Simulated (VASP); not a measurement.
# Zr2HS4 in VASP: notebook

The runs below take Zr2HS4 through single point, with PBE+D3(BJ).

All numbers are computed with VASP 6.6.1; they aren't measurements. Logs are shortened: lines on timing, memory, paths and dates and some standing lists are left out, and cuts for length are marked.

### 1 The cell of the first run

The cell holds a slab with vacuum, 14 atoms: a = 7.298 Å, b = 7.298 Å, c = 20.917 Å, α = 90.00°, β = 90.00°, γ = 120.00°.

### 2 Single point, PBE+D3(BJ)

INCAR reads:

```
ALGO     = Normal         # electronic algorithm
DIPOL    = 0.5 0.5 0.276
EDIFF    = 1E-6           # SCF threshold, eV
ENCUT    = 400            # plane-wave cutoff, eV
GGA      = PE             # functional
GGA_COMPAT= F            
IDIPOL   = 3            
ISIF     = 2              # what is computed and relaxed
ISMEAR   = 0              # smearing method
IVDW     = 12             # dispersion correction
LASPH    = T              # aspherical terms in the spheres
LCHARG   = T              # write CHGCAR
LDIPOL   = T            
LELF     = T              # ELF
LREAL    = F              # projectors in reciprocal space
LVACPOTAV= T            
LVHAR    = T            
LWAVE    = F              # write WAVECAR
NBANDS   = 62             # bands
NELM     = 120            # most SCF steps
NELMDL   = -8           
PREC     = Accurate       # precision mode
SIGMA    = 0.05           # smearing width, eV
```

KPOINTS reads:

```
k-points
0
Gamma
  6 6 1
```

POSCAR reads:

```
Zr2HS4
1.0
    7.2976778227      0.0000000000      0.0000000000
   -3.6488389114      6.3199743831      0.0000000000
    0.0000000000      0.0000000000     20.9171506047
S Zr H
8 4 2
Direct
    0.3333333333      0.1666666667      0.1912306354
    0.3333333333      0.6666666667      0.1912306354
    0.8333333333      0.1666666667      0.1912306354
    0.8333333333      0.6666666667      0.1912306354
    0.1666666667      0.3333333333      0.3306927762
    0.1666666667      0.8333333333      0.3306927762
    0.6666666667      0.3333333333      0.3306927762
    0.6666666667      0.8333333333      0.3306927762
    0.0000000000      0.0000000000      0.2609617058
    0.0000000000      0.5000000000      0.2609617058
    0.5000000000      0.0000000000      0.2609617058
    0.5000000000      0.5000000000      0.2609617058
    0.2741954354      0.7258045646      0.3675046736
    0.3924712313      0.6075287687      0.3675046736
```

Potentials or basis: VASP PAW PBE potentials, release 64 (S, Zr_sv, H).

Launch:

```bash
$ cat potpaw_PBE.64/S/POTCAR potpaw_PBE.64/Zr_sv/POTCAR potpaw_PBE.64/H/POTCAR > POTCAR
$ mpirun -np 1 vasp_std > vasp.out
```

OUTCAR:

```text
EDIFF = 1E-6
   ENCUT = 400
   GGA = PE
   ISIF = 2
   ISMEAR = 0
   IVDW = 12
   LASPH = T
   LREAL = F
   NELM = 120
   NELMDL = -8
   PREC = Accurate
 IVDW          = 12

 ion  position               nearest neighbor table
   1  0.333  0.167  0.191-   9 2.56  12 2.56  11 2.56
   2  0.333  0.667  0.191-  10 2.56  11 2.56  12 2.56
   3  0.833  0.167  0.191-  11 2.56  10 2.56   9 2.56
   4  0.833  0.667  0.191-  12 2.56   9 2.56  10 2.56
   5  0.167  0.333  0.331-  12 2.56   9 2.56  10 2.56
   6  0.167  0.833  0.331-  13 1.56  11 2.56  10 2.56   9 2.56
   7  0.667  0.333  0.331-  10 2.56  11 2.56  12 2.56
   8  0.667  0.833  0.331-   9 2.56  12 2.56  11 2.56
   9  0.000  0.000  0.261-   1 2.56   8 2.56   5 2.56   4 2.56   6 2.56   3 2.56  12 3.65  12 3.65
                            11 3.65  11 3.65  10 3.65  10 3.65
  10  0.000  0.500  0.261-   2 2.56   7 2.56   6 2.56   3 2.56   4 2.56   5 2.56  11 3.65  11 3.65
                            12 3.65  12 3.65   9 3.65   9 3.65
  11  0.500  0.000  0.261-   3 2.56   6 2.56   2 2.56   7 2.56   1 2.56   8 2.56  10 3.65  10 3.65
                             9 3.65   9 3.65  12 3.65  12 3.65
  12  0.500  0.500  0.261-   4 2.56   5 2.56   1 2.56   8 2.56   7 2.56   2 2.56   9 3.65   9 3.65
                            10 3.65  10 3.65  11 3.65  11 3.65
  13  0.274  0.726  0.368-   6 1.56
  14  0.392  0.608  0.368-

  LATTYP: Found a hexagonal cell.
 ALAT       =     7.2976778227
 C/A-ratio  =     2.8662748771

  Lattice vectors:

 A1 = (   7.2976778227,   0.0000000000,   0.0000000000)
 A2 = (  -3.6488389114,   6.3199743831,   0.0000000000)
 A3 = (   0.0000000000,   0.0000000000,  20.9171506047)

Analysis of symmetry for initial positions (statically):
=====================================================================
 Subroutine PRICEL returns:
 Original cell was already a primitive cell.

 Routine SETGRP: Setting up the symmetry group for a
 hexagonal supercell.

 Subroutine GETGRP returns: Found  2 space group operations
 (whereof  2 operations were pure point group operations)
 out of a pool of 24 trial point group operations.

The static configuration has the point symmetry C_1h.

Analysis of symmetry for dynamics (positions and initial velocities):
=====================================================================
 Subroutine PRICEL returns:
 Original cell was already a primitive cell.

 Routine SETGRP: Setting up the symmetry group for a
 hexagonal supercell.

 Subroutine GETGRP returns: Found  2 space group operations
 (whereof  2 operations were pure point group operations)
 out of a pool of 24 trial point group operations.

The dynamic configuration has the point symmetry C_1h.

 Subroutine INISYM returns: Found  2 space group operations
 (whereof  2 operations are pure point group operations),
 and found     1 'primitive' translations

----------------------------------------------------------------------------------------

                                     Primitive cell

  volume of cell :     964.7228

  direct lattice vectors                    reciprocal lattice vectors
     7.297677823  0.000000000  0.000000000     0.137029891  0.079114245  0.000000000
    -3.648838911  6.319974383  0.000000000     0.000000000  0.158228489  0.000000000
     0.000000000  0.000000000 20.917150605     0.000000000  0.000000000  0.047807659

  length of vectors
     7.297677823  7.297677823 20.917150605     0.158228489  0.158228489  0.047807659

  position of ions in fractional coordinates (direct lattice)
     0.333333333  0.166666667  0.191230635
     0.333333333  0.666666667  0.191230635
     0.833333333  0.166666667  0.191230635
     0.833333333  0.666666667  0.191230635
     0.166666667  0.333333333  0.330692776
     0.166666667  0.833333333  0.330692776
     0.666666667  0.333333333  0.330692776
     0.666666667  0.833333333  0.330692776
     0.000000000  0.000000000  0.260961706
     0.000000000  0.500000000  0.260961706
     0.500000000  0.000000000  0.260961706
     0.500000000  0.500000000  0.260961706
     0.274195435  0.725804565  0.367504674
     0.392471231  0.607528769  0.367504674

  ion indices of the primitive-cell ions
   primitive index   ion index
                 1           1
                 2           2
                 3           3
                 4           4
                 5           5
                 6           6
                 7           7
                 8           8
                 9           9
                10          10
                11          11
                12          12
                13          13
                14          14

----------------------------------------------------------------------------------------

 KPOINTS: k-points

Automatic generation of k-mesh.
 Grid dimensions read from file:
 generate k-points for:    6    6    1

 Generating k-lattice:

  Cartesian coordinates                     Fractional coordinates (reciprocal lattice)
     0.022838315  0.013185707  0.000000000     0.166666667  0.000000000  0.000000000
     0.000000000  0.026371415  0.000000000     0.000000000  0.166666667  0.000000000
     0.000000000  0.000000000  0.047807659     0.000000000  0.000000000  1.000000000

  Length of vectors
     0.026371415  0.026371415  0.047807659

  Shift w.r.t. Gamma in fractional coordinates (k-lattice)
     0.000000000  0.000000000  0.000000000

 Subroutine IBZKPT returns following result:
 ===========================================

 Found     13 irreducible k-points:

 Following reciprocal coordinates:
            Coordinates               Weight
  0.000000  0.000000  0.000000      1.000000
  0.166667  0.000000  0.000000      4.000000
 -0.166667  0.166667  0.000000      2.000000
  0.333333  0.000000  0.000000      4.000000
 -0.333333  0.333333  0.000000      2.000000
  0.500000  0.000000  0.000000      2.000000
  0.500000  0.500000  0.000000      1.000000
  0.166667  0.166667  0.000000      2.000000
 -0.166667  0.333333  0.000000      4.000000
  0.333333  0.166667  0.000000      4.000000
 -0.166667  0.500000  0.000000      4.000000
  0.500000  0.333333  0.000000      4.000000
  0.333333  0.333333  0.000000      2.000000
   k-points           NKPTS =     13   k-points in BZ     NKDIM =     13   number of bands    NBANDS=     62
   number of dos      NEDOS =    301   number of ions     NIONS =     14
   total plane-waves  NPLWV = 322560
   dimension x,y,z NGX =    48 NGY =   48 NGZ =  140
   dimension x,y,z NGXF=    96 NGYF=   96 NGZF=  280
   ions per type =               8   4   2
   NGX,Y,Z   is equivalent  to a cutoff of  10.93, 10.93, 11.13 a.u.
   NGXF,Y,Z  is equivalent  to a cutoff of  21.87, 21.87, 22.25 a.u.
 SYSTEM =  unknown system
   PREC   = accura    normal or accurate (medium, high low for compatibility)
   ISTART =      0    job   : 0-new  1-cont  2-samecut
   ICHARG =      2    charge: 1-file 2-atom 10-const
   ISPIN  =      1    spin polarized calculation?
   LNONCOLLINEAR =      F non collinear calculations
   LSORBIT =      F    spin-orbit coupling
   LASPH  =      T    aspherical Exc in radial PAW
   ENCUT  =  400.0 eV  29.40 Ry    5.42 a.u.  11.90 11.90 34.11*2*pi/ulx,y,z
   NELM   =    120;   NELMIN=  2; NELMDL= -8     # of ELM steps
   EDIFF  = 0.1E-05   stopping-criterion for ELM
   LREAL  =      F    real-space projection
[... 7 lines left out ...]
   TEBEG  =    0.0;   TEEND  =   0.0 temperature during run
   PSTRESS=    0.0 pullay stress
   NELECT =      98.0000    total number of electrons
   NUPDOWN=      -1.0000    fix difference up-down
   EMIN   =  10.00;   EMAX   =-10.00  energy-range for DOS
   EFERMI =   0.00;   METHOD = LEGACY
   ISMEAR =     0;   SIGMA  =   0.05  broadening in eV -4-tet -1-fermi 0-gaus
   EFERMI_NEDOS =   21; number of points for ismear=-14 and -15
   IALGO  =     38    algorithm
   IMIX   =      4    mixing-type and parameters
     AMIX     =   0.40;   BMIX     =  1.00
     AMIX_MAG =   1.60;   BMIX_MAG =  1.00
  volume/ion in A,a.u.               =      68.91       465.02
  Fermi-wavevector in a.u.,A,eV,Ry     =   0.763864  1.443494  7.938838  0.583488
  Thomas-Fermi vector in A             =   1.863639
   LORBIT       =      0    0 simple, 1 ext, 2 COOP (PROOUT), +10 PAW based schemes
   GGA     = PE    functional components
   LHFCALC =     F    Hartree Fock is set to
   AEXX    =    0.0000 exact exchange contribution
   IVDW    =    12    specifies the selected vdW correction
   LEPSILON=     F    determine dielectric tensor
   LRPA    =     F    only Hartree local field effects (RPA)
 non-spin polarized calculation
 Gauss-broadening in eV      SIGMA  =   0.05
  energy-cutoff  :      400.00
  volume of cell :      964.72
 maximum number of plane-waves:     17598
   NGX = 23   NGY = 23   NGZ = 69

 number of electron      98.0000015 magnetization

 dipolmoment           0.000000      0.000000     -0.095161 electrons x Angstroem

 Free energy of the ion-electron system (eV)
  ---------------------------------------------------
  ext. energy  EPLUGINS =         0.00000000
  ---------------------------------------------------
  free energy    TOTEN  =       -89.20748577 eV

  energy without entropy =      -89.20315615  energy(sigma->0) =      -89.20532096

 E-fermi :  -2.0983     XC(G=0):  -3.2216

 val. band max:       -2.1084868546   @ k =   0.0000   0.0000   0.0000
 cond. band min:      -2.0929798363   @ k =   0.1667   0.1667   0.0000
 fundamental gap:      0.0155070183
 Fermi energy:        -2.0983402964

 k-point     1 :       0.0000    0.0000    0.0000
  band No.  band energies     occupation
      1     -51.9560      2.00000
      2     -51.8997      2.00000
      3     -51.7922      2.00000
      4     -51.7826      2.00000
      5     -30.1387      2.00000
      6     -30.0980      2.00000
[... 53 lines left out ...]
     60       0.6624      0.00000
     61       0.6908      0.00000

 k-point     2 :       0.1667    0.0000    0.0000
  band No.  band energies     occupation
      1     -51.9558      2.00000
      2     -51.8998      2.00000
      3     -51.7916      2.00000
      4     -51.7833      2.00000
      5     -30.1242      2.00000
      6     -30.0886      2.00000
[... 53 lines left out ...]
     60       0.5715      0.00000
     61       0.5799      0.00000

 k-point     3 :      -0.1667    0.1667    0.0000
  band No.  band energies     occupation
      1     -51.9559      2.00000
      2     -51.8996      2.00000
      3     -51.7924      2.00000
      4     -51.7826      2.00000
      5     -30.1317      2.00000
      6     -30.0827      2.00000
[... 629 lines left out ...]
     60       0.3576      0.00000
     61       0.5532      0.00000

 k-point    13 :       0.3333    0.3333    0.0000
  band No.  band energies     occupation
      1     -51.9553      2.00000
      2     -51.8998      2.00000
      3     -51.7904      2.00000
      4     -51.7850      2.00000
      5     -30.0645      2.00000
      6     -30.0354      2.00000
[... 53 lines left out ...]
     60       0.4046      0.00000
     61       0.4411      0.00000
 [bands above 61 left out]

------------------------ aborting loop because EDIFF is reached ----------------------------------------

 Edisp (eV)   -3.14524

 E8    (eV) :    -1.3994

  FORCE on cell =-STRESS in cart. coord.  units (eV):
  Direction    XX          YY          ZZ          XY          YZ          ZX
  --------------------------------------------------------------------------------------
  -------------------------------------------------------------------------------------
  Total      -3.08641    -0.10411     4.72577     2.58275     0.08179    -0.14166
  in kB      -5.12580    -0.17290     7.84840     4.28933     0.13583    -0.23526
  external pressure =        0.85 kB  Pullay stress =        0.00 kB

 VOLUME and BASIS-vectors are now :
 -----------------------------------------------------------------------------
  energy-cutoff  :      400.00
  volume of cell :      964.72
      direct lattice vectors                 reciprocal lattice vectors
     7.297677823  0.000000000  0.000000000     0.137029891  0.079114245  0.000000000
    -3.648838911  6.319974383  0.000000000     0.000000000  0.158228489  0.000000000
     0.000000000  0.000000000 20.917150605     0.000000000  0.000000000  0.047807659

 POSITION                                       TOTAL-FORCE (eV/Angst)
 -----------------------------------------------------------------------------------
      1.82442      1.05333      4.00000        -0.169184      0.076715      0.144141
     -0.00000      4.21332      4.00000        -0.025136      0.014512      0.037616
      5.47326      1.05333      4.00000         0.167263     -0.096569     -0.010740
      3.64884      4.21332      4.00000        -0.151029      0.108160      0.144141
      0.00000      2.10666      6.91715        -0.434416      0.253252      0.276736
     -1.82442      5.26665      6.91715         1.332017     -0.769040      1.136523
      3.64884      2.10666      6.91715        -0.029622      0.017102      0.241077
      1.82442      5.26665      6.91715        -0.436531      0.249590      0.276736
      0.00000      0.00000      5.45858        -0.457915      0.264377     -0.860769
     -1.82442      3.15999      5.45858        -0.194282     -0.725815     -0.934042
      3.64884      0.00000      5.45858         0.531433      0.531161     -0.934042
      1.82442      3.15999      5.45858         0.330415     -0.190765     -0.710223
     -0.64735      4.58707      7.68715         0.532148     -0.307236      0.650007
      0.64735      3.83957      7.68715        -0.995161      0.574556      0.542837
 -----------------------------------------------------------------------------------
    total drift:                                0.000011     -0.000006      0.000708

  FREE ENERGIE OF THE ION-ELECTRON SYSTEM (eV)
  ---------------------------------------------------
  free  energy   TOTEN  =       -92.3527273052 eV

  energy  without entropy=      -92.3483976805  energy(sigma->0) =      -92.35056249

 vacuum level on the upper side and lower side of the slab         2.933         3.307
```

It took 47 min on 1 thread of Intel Xeon 8259CL, shared host; peak memory 0.92 GiB.

What came out:

```
Free energy                : -92.3527 eV
Largest force              : 1.912 eV/Å
Band gap on the k mesh     : zero (bands 49 and 50 overlap by 0.02 eV)
Dispersion energy per atom : -0.225 eV
```

Forces on the atoms (eV/Å):
```
S   -0.169  0.077  0.144
S   -0.025  0.015  0.038
S    0.167 -0.097 -0.011
S   -0.151  0.108  0.144
S   -0.434  0.253  0.277
S    1.332 -0.769  1.137
S   -0.030  0.017  0.241
S   -0.437  0.250  0.277
Zr  -0.458  0.264 -0.861
Zr  -0.194 -0.726 -0.934
Zr   0.531  0.531 -0.934
Zr   0.330 -0.191 -0.710
H    0.532 -0.307  0.650
H   -0.995  0.575  0.543
```

Levels at points of the mesh, in eV from the Fermi level:
| k point | band 46 | band 47 | band 48 | band 49 | band 50 | band 51 | band 52 | band 53 |
| --- | --- | --- | --- | --- | --- | --- | --- | --- |
| (0.00, 0.00, 0.00) | -2.08 | -1.25 | -1.24 | -0.17 | -0.01 | -0.01 | 0.48 | 0.64 |
| (0.50, 0.00, 0.00) | -1.95 | -1.86 | -1.66 | -0.16 | 0.37 | 0.45 | 1.17 | 1.22 |
| (0.50, 0.50, 0.00) | -1.99 | -1.79 | -1.69 | -0.33 | 0.30 | 0.43 | 1.14 | 1.23 |

(Continued in part 2 of 2.)
